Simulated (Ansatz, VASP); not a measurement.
# One calculation of CO2, two programs

```
C O
1.0
     5.79994    0.00000    0.00000
     0.00000    5.79994    0.00000
     0.00000    0.00000    5.79994
C O
4 8
Direct
  0.00000 0.00000 0.00000
  0.50000 0.00000 0.50000
  0.50000 0.50000 0.00000
  0.00000 0.50000 0.50000
  0.11616 0.11616 0.11616
  0.38384 0.88384 0.61616
  0.61616 0.38384 0.88384
  0.88384 0.61616 0.38384
  0.88384 0.88384 0.88384
  0.61616 0.11616 0.38384
  0.38384 0.61616 0.11616
  0.11616 0.38384 0.61616
```

Alike in both runs: task single point; functional PBEsol; k mesh 6 × 6 × 6; occupations gaussian, width 0.05 eV; no spin polarisation.

|  | VASP | Ansatz |
| --- | --- | --- |
| version | VASP 6.6.1 | Ansatz 0.2.0 |
| potentials or method | VASP PAW PBE potentials, release 64 (C, O), cutoff 520 eV | scalar-relativistic, plane waves, PAW |
| valence electrons in the cell | 64 | 64 |

```csv
,VASP,Ansatz,Ansatz less VASP
gap on the k mesh at the Fermi level (eV),6.69,6.71,+0.020
least direct gap on the mesh (eV),6.69,6.71,+0.020
pressure (GPa),1.5,0.0,-1.54
rms of the force components (eV/Å),0.335,0.001,-0.3347
```

VASP's potentials were made for PBE, not for PBEsol. Atom by atom the forces differ by 0.336 eV/Å (rms over components). One of these differences is far larger than is usual between the two programs; its cause wasn't traced.

Noted on VASP's run: the standard files for N, O and F lose accuracy on very short bonds.
